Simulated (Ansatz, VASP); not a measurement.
**KF in VASP and in Ansatz**

Contents of INCAR:

```
SYSTEM = KF
ALGO = Normal
EDIFF = 1E-7
EDIFFG = -0.01
ENCUT = 600
GGA = PE
IBRION = 2
ISIF = 3
ISMEAR = 0
LASPH = .True.
LCHARG = .False.
LREAL = .False.
LWAVE = .False.
NELM = 100
NSW = 100
PREC = Accurate
SIGMA = 0.02
```

The input KPOINTS:

```
k-points
0
Gamma
  8 8 8
  0 0 0
```

The input POSCAR:

```
KF
1.0
    0.0000000000      2.6718499700      2.6718499700
    2.6718499700      0.0000000000      2.6718499700
    2.6718499700      2.6718499700      0.0000000000
K F
1 1
Direct
    0.0000000000      0.0000000000      0.0000000000
    0.5000000000      0.5000000000      0.5000000000
```

Input for Ansatz:

```yaml
crystal:
  lattice:
    - [0.0, 2.67184997, 2.67184997]
    - [2.67184997, 0.0, 2.67184997]
    - [2.67184997, 2.67184997, 0.0]
  atoms:
    - { symbol: K, position: [0.0, 0.0, 0.0] }
    - { symbol: F, position: [0.5, 0.5, 0.5] }
basis:
  ecutwfc: 420
kpoints:
  mp_grid: { grid: [8, 8, 8] }
hamiltonian:
  xc: pbe
scf:
  occupations: { method: gaussian, width: 0.02 }
output:
  forces: true
  stress: true
  eigenvalues: true
relax:
  adjacent_minimum: "off"
  f_tol: 0.01
  max_steps: 80
  cell: { stress_tol: 0.05 }
```

Alike in both runs: task relaxation of cell and atoms; functional PBE; k mesh 8 × 8 × 8; occupations gaussian, width 0.02 eV; no spin polarisation.

|  | VASP | Ansatz |
| --- | --- | --- |
| version | VASP 6.6.1 | Ansatz 0.2.0 |
| potentials or method | VASP PAW PBE potentials, release 64 (K_sv, F), cutoff 600 eV | scalar-relativistic, plane waves, PAW |
| valence electrons in the cell | 16 | 16 |

|  | VASP | Ansatz | Ansatz less VASP |
| --- | --- | --- | --- |
| gap on the k mesh at the Fermi level, each at its own relaxed structure (eV) | 5.94 | 5.97 | +0.022 |
| relaxed volume (Å³/atom) | 19.92 | 19.89 | -0.032 |
| relaxed cell length with the largest relative difference (Å) | 3.834 | 3.832 | -0.0021 |
